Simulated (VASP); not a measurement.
# InP (rocksalt type) (Fm-3m) in VASP: single point with LDA

Aim: the single point of InP (rocksalt type) with LDA.

Everything below comes from runs of VASP 6.6.1. Logs are shortened: lines on timing, memory, paths and dates and some standing lists are left out, and cuts for length are marked.

**1. The cell of the first run**

Symmetry: Fm-3m, No. 225, cubic system. Conventional cell: a = 5.417 Å, b = 5.417 Å, c = 5.417 Å, α = 90.00°, β = 90.00°, γ = 90.00°. In (site symmetry m-3m) has 6 P at 2.71 Å within 3.6 Å. P (site symmetry m-3m) has 6 In at 2.71 Å within 3.6 Å.

**2. Single point, LDA (19.87 Å³/atom)**

POSCAR

```
InP
1.0
    0.0000000000      2.7083233961      2.7083233961
    2.7083233961      0.0000000000      2.7083233961
    2.7083233961      2.7083233961      0.0000000000
In P
1 1
Direct
    0.0000000000      0.0000000000      0.0000000000
    0.5000000000      0.5000000000      0.5000000000
```

INCAR.step1

```
PREC = Accurate ; ENCUT = 520
EDIFF = 1E-6 ; ISMEAR = -1
SIGMA = 0.05 ; LREAL = False
LASPH = True ; NELM = 60
ALGO = Normal ; ISIF = 2
LWAVE = False ; LCHARG = True
GGA = CA ; NBANDS = 16
```

KPOINTS.step1

```
regular mesh
0
Gamma
  14 14 14
```

INCAR.step2

```
PREC = Accurate ; ENCUT = 520
EDIFF = 1E-6 ; ISMEAR = -5
SIGMA = 0.05 ; LREAL = False
LASPH = True ; NELM = 60
ALGO = Normal ; ISIF = 2
LWAVE = False ; LCHARG = False
GGA = CA ; LORBIT = 11
NBANDS = 16 ; NEDOS = 2001
ICHARG = 11
```

KPOINTS.step2

```
regular mesh
0
Gamma
  21 21 21
```

Potentials or basis: VASP PAW LDA potentials, release 64 (In_d, P).

Command:

```sh
cat potpaw_LDA.64/In_d/POTCAR potpaw_LDA.64/P/POTCAR > POTCAR
cp INCAR.step1 INCAR
cp KPOINTS.step1 KPOINTS
mpirun -np 1 vasp_std > vasp.out
cp INCAR.step2 INCAR
cp KPOINTS.step2 KPOINTS
mpirun -np 1 vasp_std > vasp.out
```

OUTCAR:

```text
PREC = Accurate
   ENCUT = 520
   EDIFF = 1E-6
   ISMEAR = -5
   LREAL = False
   LASPH = True
   NELM = 60
   ISIF = 2
   GGA = CA
   LORBIT = 11
   ICHARG = 11

 ion  position               nearest neighbor table
   1  0.000  0.000  0.000-   2 2.71   2 2.71   2 2.71   2 2.71   2 2.71   2 2.71
   2  0.500  0.500  0.500-   1 2.71   1 2.71   1 2.71   1 2.71   1 2.71   1 2.71

  LATTYP: Found a face centered cubic cell.
 ALAT       =     5.4166467922

  Lattice vectors:

 A1 = (   0.0000000000,   2.7083233961,   2.7083233961)
 A2 = (   2.7083233961,   0.0000000000,   2.7083233961)
 A3 = (   2.7083233961,   2.7083233961,   0.0000000000)

Analysis of symmetry for initial positions (statically):
=====================================================================
 Subroutine PRICEL returns:
 Original cell was already a primitive cell.

 Routine SETGRP: Setting up the symmetry group for a
 face centered cubic supercell.

 Subroutine GETGRP returns: Found 48 space group operations
 (whereof 48 operations were pure point group operations)
 out of a pool of 48 trial point group operations.

The static configuration has the point symmetry O_h .

Analysis of symmetry for dynamics (positions and initial velocities):
=====================================================================
 Subroutine PRICEL returns:
 Original cell was already a primitive cell.

 Routine SETGRP: Setting up the symmetry group for a
 face centered cubic supercell.

 Subroutine GETGRP returns: Found 48 space group operations
 (whereof 48 operations were pure point group operations)
 out of a pool of 48 trial point group operations.

The dynamic configuration has the point symmetry O_h .

 Subroutine INISYM returns: Found 48 space group operations
 (whereof 48 operations are pure point group operations),
 and found     1 'primitive' translations

----------------------------------------------------------------------------------------

                                     Primitive cell

  volume of cell :      39.7312

  direct lattice vectors                    reciprocal lattice vectors
     0.000000000  2.708323396  2.708323396    -0.184616062  0.184616062  0.184616062
     2.708323396  0.000000000  2.708323396     0.184616062 -0.184616062  0.184616062
     2.708323396  2.708323396  0.000000000     0.184616062  0.184616062 -0.184616062

  length of vectors
     3.830147678  3.830147678  3.830147678     0.319764399  0.319764399  0.319764399

  position of ions in fractional coordinates (direct lattice)
     0.000000000  0.000000000  0.000000000
     0.500000000  0.500000000  0.500000000

  ion indices of the primitive-cell ions
   primitive index   ion index
                 1           1
                 2           2

----------------------------------------------------------------------------------------

 KPOINTS: regular mesh

Automatic generation of k-mesh.
 Grid dimensions read from file:
 generate k-points for:   21   21   21

 Generating k-lattice:

  Cartesian coordinates                     Fractional coordinates (reciprocal lattice)
    -0.008791241  0.008791241  0.008791241     0.047619048  0.000000000  0.000000000
     0.008791241 -0.008791241  0.008791241     0.000000000  0.047619048  0.000000000
     0.008791241  0.008791241 -0.008791241     0.000000000  0.000000000  0.047619048

  Length of vectors
     0.015226876  0.015226876  0.015226876

  Shift w.r.t. Gamma in fractional coordinates (k-lattice)
     0.000000000  0.000000000  0.000000000

 TETIRR: Found   1276 inequivalent tetrahedra from    55566

 Subroutine IBZKPT returns following result:
 ===========================================

 Found    286 irreducible k-points:

 Following reciprocal coordinates:
            Coordinates               Weight
  0.000000  0.000000  0.000000      1.000000
  0.047619  0.000000  0.000000      8.000000
  0.095238  0.000000  0.000000      8.000000
  0.142857  0.000000  0.000000      8.000000
  0.190476  0.000000  0.000000      8.000000
  0.238095  0.000000  0.000000      8.000000
[... 16 lines left out ...]
 -0.428571  0.047619  0.000000     24.000000
 -0.380952  0.047619  0.000000     24.000000
 [... further k-points ...]
   k-points           NKPTS =    286   k-points in BZ     NKDIM =    286   number of bands    NBANDS=     16
   number of dos      NEDOS =   2001   number of ions     NIONS =      2
   total plane-waves  NPLWV =  21952
   dimension x,y,z NGX =    28 NGY =   28 NGZ =   28
   dimension x,y,z NGXF=    56 NGYF=   56 NGZF=   56
   ions per type =               1   1
   NGX,Y,Z   is equivalent  to a cutoff of  12.15, 12.15, 12.15 a.u.
   NGXF,Y,Z  is equivalent  to a cutoff of  24.31, 24.31, 24.31 a.u.
 SYSTEM =  unknown system
   PREC   = accura    normal or accurate (medium, high low for compatibility)
   ISTART =      0    job   : 0-new  1-cont  2-samecut
   ICHARG =     11    charge: 1-file 2-atom 10-const
   ISPIN  =      1    spin polarized calculation?
   LNONCOLLINEAR =      F non collinear calculations
   LSORBIT =      F    spin-orbit coupling
   LASPH  =      T    aspherical Exc in radial PAW
   ENCUT  =  520.0 eV  38.22 Ry    6.18 a.u.   7.12  7.12  7.12*2*pi/ulx,y,z
   NELM   =     60;   NELMIN=  2; NELMDL=  0     # of ELM steps
   EDIFF  = 0.1E-05   stopping-criterion for ELM
   LREAL  =      F    real-space projection
   EDIFFG = 0.1E-04   stopping-criterion for IOM
   NSW    =      0    number of steps for IOM
   IBRION =     -1    ionic relax: 0-MD 1-quasi-New 2-CG
   NFREE  =      0    steps in history (QN), initial steepest desc. (CG)
   ISIF   =      2    stress and relaxation
   ISYM   =      2    0-nonsym 1-usesym 2-fastsym
   POTIM  = 0.5000    time-step for ionic-motion
   TEBEG  =    0.0;   TEEND  =   0.0 temperature during run
   PSTRESS=    0.0 pullay stress
   NELECT =      18.0000    total number of electrons
   NUPDOWN=      -1.0000    fix difference up-down
   EMIN   =  10.00;   EMAX   =-10.00  energy-range for DOS
   EFERMI =   0.00;   METHOD = LEGACY
   ISMEAR =    -5;   SIGMA  =   0.05  broadening in eV -4-tet -1-fermi 0-gaus
   EFERMI_NEDOS =   21; number of points for ismear=-14 and -15
   IALGO  =     38    algorithm
   IMIX   =      4    mixing-type and parameters
     AMIX     =   0.40;   BMIX     =  1.00
     AMIX_MAG =   1.60;   BMIX_MAG =  1.00
  volume/ion in A,a.u.               =      19.87       134.06
  Fermi-wavevector in a.u.,A,eV,Ry     =   1.257347  2.376041 21.509742  1.580921
  Thomas-Fermi vector in A             =   2.391010
   LORBIT       =     11    0 simple, 1 ext, 2 COOP (PROOUT), +10 PAW based schemes
   GGA     = CA    functional components
   LHFCALC =     F    Hartree Fock is set to
   AEXX    =    0.0000 exact exchange contribution
   IVDW    =     0    specifies the selected vdW correction
   LEPSILON=     F    determine dielectric tensor
   LRPA    =     F    only Hartree local field effects (RPA)
 non-spin polarized calculation
 Fermi weights with tetrahedron method with Bloechl corrections
  energy-cutoff  :      520.00
  volume of cell :       39.73
 maximum number of plane-waves:      1080

 number of electron      18.0000010 magnetization

 Free energy of the ion-electron system (eV)
  ---------------------------------------------------
  ext. energy  EPLUGINS =         0.00000000
  ---------------------------------------------------
  free energy    TOTEN  =        -9.31927870 eV

  energy without entropy =       -9.31927870  energy(sigma->0) =       -9.31927870

 E-fermi :   7.6942     XC(G=0): -10.9437

 val. band max:        7.7705763100   @ k =   0.3810   0.0000   0.0000
 cond. band min:       7.6662771962   @ k =   0.4762   0.2857   0.0000
 fundamental gap:     -0.1042991138
 Fermi energy:         7.6941615722

 k-point     1 :       0.0000    0.0000    0.0000
  band No.  band energies     occupation
      1      -6.5625      2.00000
      2      -6.5625      2.00000
      3      -6.5289      2.00000
      4      -6.5289      2.00000
      5      -6.5289      2.00000
      6      -4.8277      2.00000
[... 8 lines left out ...]
     15      16.4019      0.00000
     16      16.4019      0.00000

 k-point     2 :       0.0476    0.0000    0.0000
  band No.  band energies     occupation
      1      -6.5637      2.00000
      2      -6.5637      2.00000
      3      -6.5291      2.00000
      4      -6.5272      2.00000
      5      -6.5272      2.00000
      6      -4.7970      2.00000
[... 8 lines left out ...]
     15      16.0441      0.00000
     16      16.4087      0.00000

 k-point     3 :       0.0952    0.0000    0.0000
  band No.  band energies     occupation
      1      -6.5678      2.00000
      2      -6.5678      2.00000
      3      -6.5296      2.00000
      4      -6.5216      2.00000
      5      -6.5216      2.00000
      6      -4.7052      2.00000
[... 8 lines left out ...]
     15      15.6302      0.00000
     16      16.3089      0.00000

 k-point     4 :       0.1429    0.0000    0.0000
  band No.  band energies     occupation
      1      -6.5751      2.00000
      2      -6.5751      2.00000
      3      -6.5308      2.00000
      4      -6.5118      2.00000
      5      -6.5118      2.00000
      6      -4.5530      2.00000
[... 8 lines left out ...]
     15      15.6668      0.00000
     16      16.1733      0.00000

 k-point     5 :       0.1905    0.0000    0.0000
  band No.  band energies     occupation
      1      -6.5853      2.00000
      2      -6.5853      2.00000
      3      -6.5329      2.00000
      4      -6.4985      2.00000
      5      -6.4985      2.00000
      6      -4.3423      2.00000
[... 8 lines left out ...]
     15      15.9647      0.00000
     16      16.1082      0.00000

 k-point     6 :       0.2381    0.0000    0.0000
  band No.  band energies     occupation
      1      -6.5970      2.00000
      2      -6.5970      2.00000
      3      -6.5357      2.00000
      4      -6.4831      2.00000
      5      -6.4831      2.00000
      6      -4.0769      2.00000
[... 8 lines left out ...]
     15      16.3913      0.00000
     16      16.3913      0.00000
[... 267 lines left out ...]
 k-point    21 :       0.4762    0.0476    0.0000
  band No.  band energies     occupation
      1      -6.6476      2.00000
      2      -6.6359      2.00000
      3      -6.5475      2.00000
      4      -6.4309      2.00000
      5      -6.4244      2.00000
      6      -2.5394      2.00000
[... 8 lines left out ...]
     15      19.1453      0.00000
     16      19.4820      0.00000

 k-point    22 :      -0.4762    0.0476    0.0000
  band No.  band energies     occupation
      1      -6.6470      2.00000
      2      -6.6388      2.00000
      3      -6.5478      2.00000
      4      -6.4276      2.00000
      5      -6.4246      2.00000
      6      -2.4638      2.00000
[... 8 lines left out ...]
     15      19.0324      0.00000
     16      19.7623      0.00000

 k-point    23 :      -0.4286    0.0476    0.0000
  band No.  band energies     occupation
      1      -6.6427      2.00000
      2      -6.6382      2.00000
      3      -6.5470      2.00000
      4      -6.4296      2.00000
      5      -6.4291      2.00000
      6      -2.6105      2.00000
[... 8 lines left out ...]
     15      18.5621      0.00000
     16      19.5471      0.00000

 k-point    24 :      -0.3810    0.0476    0.0000
  band No.  band energies     occupation
      1      -6.6350      2.00000
      2      -6.6340      2.00000
      3      -6.5451      2.00000
      4      -6.4390      2.00000
      5      -6.4351      2.00000
      6      -2.9078      2.00000
[... 8 lines left out ...]
     15      17.9432      0.00000
     16      19.0502      0.00000

 [... further k-points ...]

------------------------ aborting loop because EDIFF is reached ----------------------------------------

  FORCE on cell =-STRESS in cart. coord.  units (eV):
  Direction    XX          YY          ZZ          XY          YZ          ZX
  --------------------------------------------------------------------------------------
  -------------------------------------------------------------------------------------
  Total       -0.1541572     -0.1541572     -0.1541572      0.0000000     -0.0000000      0.0000000
  in kB       -6.2164551     -6.2164551     -6.2164551      0.0000000     -0.0000000      0.0000000
  external PRESSURE =      -6.2164551 kB  Pullay stress =       0.0000000 kB

 VOLUME and BASIS-vectors are now :
 -----------------------------------------------------------------------------
  energy-cutoff  :      520.00
  volume of cell :       39.73
      direct lattice vectors                 reciprocal lattice vectors
     0.000000000  2.708323396  2.708323396    -0.184616062  0.184616062  0.184616062
     2.708323396  0.000000000  2.708323396     0.184616062 -0.184616062  0.184616062
     2.708323396  2.708323396  0.000000000     0.184616062  0.184616062 -0.184616062

 POSITION                                       TOTAL-FORCE (eV/Angst)
 -----------------------------------------------------------------------------------
      0.00000      0.00000      0.00000         0.000000     -0.000000      0.000000
      2.70832      2.70832      2.70832        -0.000000      0.000000     -0.000000
 -----------------------------------------------------------------------------------
    total drift:                                0.000000      0.000000     -0.000000

  FREE ENERGIE OF THE ION-ELECTRON SYSTEM (eV)
  ---------------------------------------------------
  free  energy   TOTEN  =        -9.3192787019 eV

  energy  without entropy=       -9.3192787019  energy(sigma->0) =       -9.31927870

 total charge

# of ion       s       p       d       tot
------------------------------------------
    1        0.863   0.662   9.906  11.430
    2        1.073   1.424   0.000   2.497
--------------------------------------------------
tot          1.936   2.086   9.906  13.927
```

Wall time 3.8 min (1 thread of Intel Xeon 8259CL, shared host); peak memory 0.28 GiB.

What came out:

```yaml
Valence_electrons_inside_the_program's_atomic_spheres: In 11.43; P 2.50
```

Caveat: spin-orbit coupling is left out, which moves the levels of the heavy elements; tetrahedron occupations give inexact forces and stress in metals.
